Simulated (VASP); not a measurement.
# P (P4/mmm) in VASP: notebook, part 4 of 4

VASP 6.6.1. The steps go on from the part before.

### 6 Single point, r2SCAN (strain -0.015 along x and y, -0.015 along z)

File POSCAR:

```
P
1.0
    4.2088112845      0.0000000000      0.0000000000
    0.0000000000      4.2088112845      0.0000000000
    0.0000000000      0.0000000000      4.3123300000
P
1
Direct
    0.0000000000      0.0000000000      0.0000000000
```

File INCAR.step1:

```
PREC = Accurate
ENCUT = 520
ISMEAR = 0
SIGMA = 0.15
LREAL = False
LASPH = True
NELM = 60
NBANDS = 8
GGA = PE
ALGO = Normal
EDIFF = 1E-4
LWAVE = True
LCHARG = False
```

File INCAR.step2:

```
PREC = Accurate
ENCUT = 520
EDIFF = 1E-7
ISMEAR = 0
SIGMA = 0.15
LREAL = False
LASPH = True
NELM = 60
ALGO = Normal
ISIF = 2
LWAVE = False
LCHARG = False
METAGGA = R2SCAN
LMIXTAU = True
NBANDS = 8
ISTART = 1
```

File KPOINTS:

```
regular mesh
0
Gamma
  12 12 12
```

Potentials or basis: VASP PAW PBE potentials, release 64 (P).

Started as:

```bash
$ cat potpaw_PBE.64/P/POTCAR > POTCAR
$ cp INCAR.step1 INCAR
$ mpirun -np 1 vasp_std > vasp.out
$ cp INCAR.step2 INCAR
$ mpirun -np 1 vasp_std > vasp.out
```

OUTCAR:

```text
PREC = Accurate
   ENCUT = 520
   EDIFF = 1E-7
   ISMEAR = 0
   LREAL = False
   LASPH = True
   NELM = 60
   ISIF = 2
   METAGGA = R2SCAN
   ISTART = 1

 ion  position               nearest neighbor table
   1  0.000  0.000  0.000-

  LATTYP: Found a simple tetragonal cell.
 ALAT       =     4.2088112845
 C/A-ratio  =     1.0245957133

  Lattice vectors:

 A1 = (   4.2088112845,   0.0000000000,   0.0000000000)
 A2 = (   0.0000000000,   4.2088112845,   0.0000000000)
 A3 = (   0.0000000000,   0.0000000000,   4.3123300000)

Analysis of symmetry for initial positions (statically):
=====================================================================
 Subroutine PRICEL returns:
 Original cell was already a primitive cell.

 Routine SETGRP: Setting up the symmetry group for a
 simple tetragonal supercell.

 Subroutine GETGRP returns: Found 16 space group operations
 (whereof 16 operations were pure point group operations)
 out of a pool of 16 trial point group operations.

The static configuration has the point symmetry D_4h.

Analysis of symmetry for dynamics (positions and initial velocities):
=====================================================================
 Subroutine PRICEL returns:
 Original cell was already a primitive cell.

 Routine SETGRP: Setting up the symmetry group for a
 simple tetragonal supercell.

 Subroutine GETGRP returns: Found 16 space group operations
 (whereof 16 operations were pure point group operations)
 out of a pool of 16 trial point group operations.

The dynamic configuration has the point symmetry D_4h.

 Subroutine INISYM returns: Found 16 space group operations
 (whereof 16 operations are pure point group operations),
 and found     1 'primitive' translations

----------------------------------------------------------------------------------------

                                     Primitive cell

  volume of cell :      76.3890

  direct lattice vectors                    reciprocal lattice vectors
     4.208811285  0.000000000  0.000000000     0.237596778  0.000000000  0.000000000
     0.000000000  4.208811285  0.000000000     0.000000000  0.237596778  0.000000000
     0.000000000  0.000000000  4.312330000     0.000000000  0.000000000  0.231893199

  length of vectors
     4.208811285  4.208811285  4.312330000     0.237596778  0.237596778  0.231893199

  position of ions in fractional coordinates (direct lattice)
     0.000000000  0.000000000  0.000000000

  ion indices of the primitive-cell ions
   primitive index   ion index
                 1           1

----------------------------------------------------------------------------------------

 KPOINTS: regular mesh

Automatic generation of k-mesh.
 Grid dimensions read from file:
 generate k-points for:   12   12   12

 Generating k-lattice:

  Cartesian coordinates                     Fractional coordinates (reciprocal lattice)
     0.019799731  0.000000000  0.000000000     0.083333333  0.000000000  0.000000000
     0.000000000  0.019799731  0.000000000     0.000000000  0.083333333  0.000000000
     0.000000000  0.000000000  0.019324433     0.000000000  0.000000000  0.083333333

  Length of vectors
     0.019799731  0.019799731  0.019324433

  Shift w.r.t. Gamma in fractional coordinates (k-lattice)
     0.000000000  0.000000000  0.000000000

 Subroutine IBZKPT returns following result:
 ===========================================

 Found    196 irreducible k-points:

 Following reciprocal coordinates:
            Coordinates               Weight
  0.000000  0.000000  0.000000      1.000000
  0.083333  0.000000  0.000000      4.000000
  0.166667  0.000000  0.000000      4.000000
  0.250000  0.000000  0.000000      4.000000
  0.333333  0.000000  0.000000      4.000000
  0.416667  0.000000  0.000000      4.000000
[... 16 lines left out ...]
  0.333333  0.333333  0.000000      4.000000
  0.416667  0.333333  0.000000      8.000000
 [... further k-points ...]
   k-points           NKPTS =    196   k-points in BZ     NKDIM =    196   number of bands    NBANDS=      8
   number of dos      NEDOS =    301   number of ions     NIONS =      1
   total plane-waves  NPLWV =  32768
   dimension x,y,z NGX =    32 NGY =   32 NGZ =   32
   dimension x,y,z NGXF=    64 NGYF=   64 NGZF=   64
   ions per type =               1
   NGX,Y,Z   is equivalent  to a cutoff of  12.64, 12.64, 12.34 a.u.
   NGXF,Y,Z  is equivalent  to a cutoff of  25.28, 25.28, 24.67 a.u.
 SYSTEM =  unknown system
   PREC   = accura    normal or accurate (medium, high low for compatibility)
   ISTART =      1    job   : 0-new  1-cont  2-samecut
   ICHARG =      0    charge: 1-file 2-atom 10-const
   ISPIN  =      1    spin polarized calculation?
   LNONCOLLINEAR =      F non collinear calculations
   LSORBIT =      F    spin-orbit coupling
   LASPH  =      T    aspherical Exc in radial PAW
   ENCUT  =  520.0 eV  38.22 Ry    6.18 a.u.   7.83  7.83  8.02*2*pi/ulx,y,z
   NELM   =     60;   NELMIN=  2; NELMDL=  0     # of ELM steps
   EDIFF  = 0.1E-06   stopping-criterion for ELM
   LREAL  =      F    real-space projection
   EDIFFG = 0.1E-05   stopping-criterion for IOM
   NSW    =      0    number of steps for IOM
   IBRION =     -1    ionic relax: 0-MD 1-quasi-New 2-CG
   NFREE  =      0    steps in history (QN), initial steepest desc. (CG)
   ISIF   =      2    stress and relaxation
   ISYM   =      2    0-nonsym 1-usesym 2-fastsym
   POTIM  = 0.5000    time-step for ionic-motion
   TEBEG  =    0.0;   TEEND  =   0.0 temperature during run
   PSTRESS=    0.0 pullay stress
   NELECT =       5.0000    total number of electrons
   NUPDOWN=      -1.0000    fix difference up-down
   EMIN   =  10.00;   EMAX   =-10.00  energy-range for DOS
   EFERMI =   0.00;   METHOD = LEGACY
   ISMEAR =     0;   SIGMA  =   0.15  broadening in eV -4-tet -1-fermi 0-gaus
   EFERMI_NEDOS =   21; number of points for ismear=-14 and -15
   IALGO  =     38    algorithm
   IMIX   =      4    mixing-type and parameters
     AMIX     =   0.40;   BMIX     =  1.00
     AMIX_MAG =   1.60;   BMIX_MAG =  1.00
  volume/ion in A,a.u.               =      76.39       515.50
  Fermi-wavevector in a.u.,A,eV,Ry     =   0.659763  1.246771  5.922440  0.435287
  Thomas-Fermi vector in A             =   1.732000
   LORBIT       =      0    0 simple, 1 ext, 2 COOP (PROOUT), +10 PAW based schemes
   METAGGA = R2SCAN    functional components
   LHFCALC =     F    Hartree Fock is set to
   AEXX    =    0.0000 exact exchange contribution
   IVDW    =     0    specifies the selected vdW correction
   LEPSILON=     F    determine dielectric tensor
   LRPA    =     F    only Hartree local field effects (RPA)
 non-spin polarized calculation
 Gauss-broadening in eV      SIGMA  =   0.15
  energy-cutoff  :      520.00
  volume of cell :       76.39
 maximum number of plane-waves:      2076
 NGX is ok and might be reduce to    32
   NGX = 15   NGY = 15   NGZ = 17

 number of electron       5.0000000 magnetization

 Free energy of the ion-electron system (eV)
  ---------------------------------------------------
  ext. energy  EPLUGINS =         0.00000000
  ---------------------------------------------------
  free energy    TOTEN  =        -4.41955422 eV

  energy without entropy =       -4.38584906  energy(sigma->0) =       -4.40270164

 E-fermi :  -3.1121     XC(G=0):  -5.3407

 val. band max:       -3.1205627470   @ k =   0.3333   0.1667   0.2500
 cond. band min:      -3.1112883622   @ k =   0.2500   0.0833   0.5000
 fundamental gap:      0.0092743848
 Fermi energy:        -3.1121344504

 k-point     1 :       0.0000    0.0000    0.0000
  band No.  band energies     occupation
      1     -12.3378      2.00000
      2      -2.6081      0.00000
      3      -2.4833      0.00000
      4      -2.4833      0.00000
      5       1.9874      0.00000
      6       4.9571      0.00000
      7       5.0461      0.00000
      8       9.8760      0.00000

 k-point     2 :       0.0833    0.0000    0.0000
  band No.  band energies     occupation
      1     -12.3245      2.00000
      2      -2.6211      0.00000
      3      -2.5968      0.00000
      4      -2.4725      0.00000
      5       2.1128      0.00000
      6       5.0123      0.00000
      7       5.1656      0.00000
      8       9.3485      0.00000
[... 221 lines left out ...]
 k-point    23 :       0.3333    0.3333    0.0000
  band No.  band energies     occupation
      1     -12.0351      2.00000
      2      -3.5368      1.99994
      3      -3.4565      1.99883
      4      -2.3588      0.00000
      5       3.6665      0.00000
      6       5.1150      0.00000
      7       7.1171      0.00000
      8       7.4018      0.00000

 k-point    24 :       0.4167    0.3333    0.0000
  band No.  band energies     occupation
      1     -11.9971      2.00000
      2      -3.7259      2.00000
      3      -3.4345      1.99763
      4      -2.3284      0.00000
      5       3.5179      0.00000
      6       5.2724      0.00000
      7       7.2388      0.00000
      8       7.4085      0.00000

 [... further k-points ...]
[... 5 lines left out ...]
  --------------------------------------------------------------------------------------
  -------------------------------------------------------------------------------------
  Total       -2.1593442     -2.1593442     -1.9552412      0.0000000      0.0000000      0.0000000
  in kB      -45.2899215    -45.2899215    -41.0090798      0.0000000      0.0000000      0.0000000
  external PRESSURE =     -43.8629743 kB  Pullay stress =       0.0000000 kB

 VOLUME and BASIS-vectors are now :
 -----------------------------------------------------------------------------
  energy-cutoff  :      520.00
  volume of cell :       76.39
      direct lattice vectors                 reciprocal lattice vectors
     4.208811285  0.000000000  0.000000000     0.237596778  0.000000000  0.000000000
     0.000000000  4.208811285  0.000000000     0.000000000  0.237596778  0.000000000
     0.000000000  0.000000000  4.312330000     0.000000000  0.000000000  0.231893199

 POSITION                                       TOTAL-FORCE (eV/Angst)
 -----------------------------------------------------------------------------------
      0.00000      0.00000      0.00000         0.000000      0.000000      0.000000
 -----------------------------------------------------------------------------------
    total drift:                               -0.000000      0.000000      0.000000

  FREE ENERGIE OF THE ION-ELECTRON SYSTEM (eV)
  ---------------------------------------------------
  free  energy   TOTEN  =        -4.4195542208 eV

  energy  without entropy=       -4.3858490582  energy(sigma->0) =       -4.40270164
```

OUTCAR.step1:

```text
PREC = Accurate
   ENCUT = 520
   ISMEAR = 0
   LREAL = False
   LASPH = True
   NELM = 60
[... 480 lines left out ...]

 POSITION                                       TOTAL-FORCE (eV/Angst)
 -----------------------------------------------------------------------------------
      0.00000      0.00000      0.00000         0.000000      0.000000      0.000000
 -----------------------------------------------------------------------------------
    total drift:                                0.000000      0.000000      0.000000

  FREE ENERGIE OF THE ION-ELECTRON SYSTEM (eV)
  ---------------------------------------------------
  free  energy   TOTEN  =        -1.2347794895 eV

  energy  without entropy=       -1.1989762994  energy(sigma->0) =       -1.21687789
```

Wall time 6.3 min (1 thread of Oxide Virtual Turin-like, shared host); peak memory 0.21 GiB.

What came out:

* Free energy: -4.4196 eV
* Pressure: -4.4 GPa
* Band gap on the k mesh: zero (an odd number of electrons rules out a gap without spin polarisation)

Caveat: the cell differs from its parent crystal (strain -0.015 along x and y, -0.015 along z); the cell stands under tension; the nearest neighbours stand farther apart than a usual bond; the PAW data sets were made with another functional, which shifts forces and pressure a little; an odd number of electrons without spin polarisation forces a metal; a magnetic or distorted state may lie lower.

### 7 The runs side by side

```csv
cell,gap on the mesh (eV),pressure (GPa)
"a = 4.145, b = 4.145, c = 4.247 Å, 1 atom",none,-4.8
"a = 4.145, b = 4.145, c = 4.312 Å, 1 atom",none,-4.7
"a = 4.145, b = 4.145, c = 4.378 Å, 1 atom",none,-4.5
"a = 4.209, b = 4.209, c = 4.247 Å, 1 atom",none,-4.5
"a = 4.209, b = 4.209, c = 4.312 Å, 1 atom",none,-4.4
```

Alike in all rows: task single point; level r2SCAN; potentials or basis VASP PAW PBE potentials, release 64 (P); no spin polarisation; k mesh 12 × 12 × 12; cutoff (eV) 520; smearing gaussian 0.15 eV.

Caveats: the cell stands under tension; the nearest neighbours stand farther apart than a usual bond; the PAW data sets were made with another functional, which shifts forces and pressure a little; an odd number of electrons without spin polarisation forces a metal; a magnetic or distorted state may lie lower.

Total energies depend on the potentials used, so only differences within one code and one set of settings carry meaning.
